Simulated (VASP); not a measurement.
Here is a VASP 6.6.1 calculation.

File POSCAR:

```
ZnS
1.0
    3.8074180658      0.0000000000      0.0000000000
   -1.9037090329      3.2973207678      0.0000000000
    0.0000000000      0.0000000000      6.2459874042
Zn S
2 2
Direct
    0.3333333333      0.6666666667      0.0003473313
    0.6666666667      0.3333333333      0.5003473313
    0.3333333333      0.6666666667      0.3746526687
    0.6666666667      0.3333333333      0.8746526687
```

INCAR.step1

```
SYSTEM = ZnS
PREC = Accurate
ENCUT = 520
ISMEAR = 0
SIGMA = 0.02
LREAL = .False.
LASPH = .True.
NELM = 100
NBANDS = 26
GGA = PE
ALGO = Normal
EDIFF = 1E-4
LWAVE = .True.
LCHARG = .False.
```

INCAR.step2

```
SYSTEM = ZnS
PREC = Accurate
ENCUT = 520
EDIFF = 1E-6
ISMEAR = 0
SIGMA = 0.02
LREAL = .False.
LASPH = .True.
NELM = 100
ALGO = Normal
ISIF = 2
LWAVE = .False.
LCHARG = .False.
METAGGA = R2SCAN
LMIXTAU = .True.
NBANDS = 26
ISTART = 1
```

The input KPOINTS:

```
regular mesh
0
Gamma
  6 6 4
  0 0 0
```

Potentials or basis: VASP PAW PBE potentials, release 64 (Zn, S).

Run with:

```sh
$ cat potpaw_PBE.64/Zn/POTCAR potpaw_PBE.64/S/POTCAR > POTCAR
$ cp INCAR.step1 INCAR
$ mpirun -np 1 vasp_std > vasp.out
$ cp INCAR.step2 INCAR
$ mpirun -np 1 vasp_std > vasp.out
```

Question: Estimate the pressure.

Answer: 0.0 GPa.

Question: Estimate the band gap on the k mesh.

Answer: 2.78 eV, direct.

Question: Predict the largest force.

Answer: 0.003 eV/Å.

Forces on the atoms (eV/Å):
```
Zn   0.000  0.000 -0.003
Zn   0.000  0.000 -0.003
S    0.000  0.000  0.003
S    0.000  0.000  0.003
```

Caveat: the PAW data sets were made with another functional, which shifts forces and pressure a little. r2SCAN opens gaps a little over a GGA but as a rule still falls short of measured ones.
